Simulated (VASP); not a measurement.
# Rb2AlH4: single point with PBE

Crystal: Rb2AlH4.

```xyz
7
Lattice="7.0532 0.0000 0.0000 -3.5266 6.1083 0.0000 0.0000 0.0000 6.3075" Properties=species:S:1:pos:R:3 pbc="T T T"
Rb    0.0000    4.0722    3.1538
Rb    3.5266    2.0361    3.1538
Al    0.0000    0.0000    0.0000
H     0.0000    4.0722    0.3727
H     3.5266    2.0361    0.3727
H     3.5266    2.0361    5.9348
H     0.0000    4.0722    5.9348
```

| Property | Result |
| --- | --- |
| Program | VASP 6.6.1 |
| Task | single point |
| Functional | PBE |
| Potentials or basis | VASP PAW PBE potentials, release 64 (Rb_sv, Al, H) |
| Cutoff | 520 eV |
| k mesh | 6 × 6 × 6 |
| Occupations | gaussian, width 0.1 eV |
| Spin | no spin polarisation |

```yaml
Pressure: 0.0 GPa
Largest_force: 0.013 eV/Å
```

Forces in eV/Å, atoms in the order of the input:
```
Rb   0.000  0.000  0.000
Rb   0.000  0.000  0.000
Al   0.000  0.000  0.000
H    0.000  0.000 -0.013
H    0.000  0.000 -0.013
H    0.000  0.000  0.013
H    0.000  0.000  0.013
```

Levels at points of the mesh, in eV from the Fermi level:
```tsv
k point	band 8	band 9	band 10	band 11	band 12	band 13	band 14	band 15	band 16	band 17
(0.00, 0.00, 0.00)	-13.24	-8.58	-8.37	-4.35	-0.13	0.19	0.19	0.39	1.98	1.98
(0.50, 0.00, 0.00)	-13.22	-8.50	-8.44	-4.38	-0.41	-0.01	0.51	1.19	1.88	1.92
(0.00, 0.00, 0.50)	-13.24	-8.41	-8.22	-4.25	-1.41	0.39	0.39	1.50	1.72	1.72
(0.50, 0.00, 0.50)	-13.22	-8.34	-8.28	-4.31	-0.49	-0.09	-0.01	0.23	1.12	2.14
```

Run time: 80 s on 1 thread of Intel(R) Xeon(R) 6975P-C (Granite Rapids), with other jobs on the host, peak memory 0.45 GiB.
